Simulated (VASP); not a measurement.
Write the native input for VASP 6.6.1 that does the following.

| Property | Result |
| --- | --- |
| Task | relaxation of cell and atoms |
| Functional | PBE |
| Potentials or basis | VASP PAW PBE potentials, release 64 (Hf_pv, C) |
| Cutoff | 600 eV |
| k mesh | 6 × 6 × 6 |
| Occupations | gaussian, width 0.1 eV |
| Spin | no spin polarisation |
| Dipole correction | no |
| Further INCAR settings | ALGO = Normal; EDIFF = 1e-07; IBRION = 2; EDIFFG = -0.04; NSW = 90; ISIF = 3 |

The structure of Hf2C lies in POSCAR:

```
Hf2C
1.0
    2.2386030900      1.2924581000      3.0212059100
   -2.2386030900      1.2924581000      3.0212059100
    0.0000000000     -2.5849162000      3.0212059100
Hf C
2 1
Direct
    0.2032343100      0.2032343100      0.2032343100
    0.7967656900      0.7967656900      0.7967656900
    0.0000000000      0.0000000000      0.0000000000
```

These files were run (other wordings do the same):

INCAR

```
PREC = Accurate ; ENCUT = 600
EDIFF = 1E-7 ; ISMEAR = 0
SIGMA = 0.1 ; LREAL = False
LASPH = True ; NELM = 60
ALGO = Normal ; ISIF = 3
LWAVE = False ; LCHARG = False
GGA = PE ; IBRION = 2
NSW = 90 ; EDIFFG = -0.04
```

KPOINTS

```
regular mesh
0
Gamma
  6 6 6
```

Potentials or basis: VASP PAW PBE potentials, release 64 (Hf_pv, C).

Command:

```console
$ cat potpaw_PBE.64/Hf_pv/POTCAR potpaw_PBE.64/C/POTCAR > POTCAR
$ mpirun -np 1 vasp_std > vasp.out
```

It gave:

| Quantity | Value |
| --- | --- |
| Relaxed volume | 15.45 Å³/atom |
| Relaxed cell | a = 3.920 Å, b = 3.920 Å, c = 3.920 Å, α = 64.00°, β = 64.00°, γ = 64.00° |
| Space group after relaxing (to 0.05 Å) | R-3m (No. 166) |
| Energy gained by relaxing | 1402.7 meV/atom |
| Ionic steps | 21 |
| Pressure after relaxing | 0.1 GPa |
| Largest force after relaxing | 0.008 eV/Å |
| Band gap on the k mesh | zero (band 12 reaches 6.50 eV, above the bottom of band 13 at 4.99 eV) |

Caveat: spin-orbit coupling is left out, which moves the levels of the heavy elements.

Run time: 2.9 min on 1 thread of Intel(R) Xeon(R) 6975P-C (Granite Rapids) (shared host), peak memory 0.2 GiB.
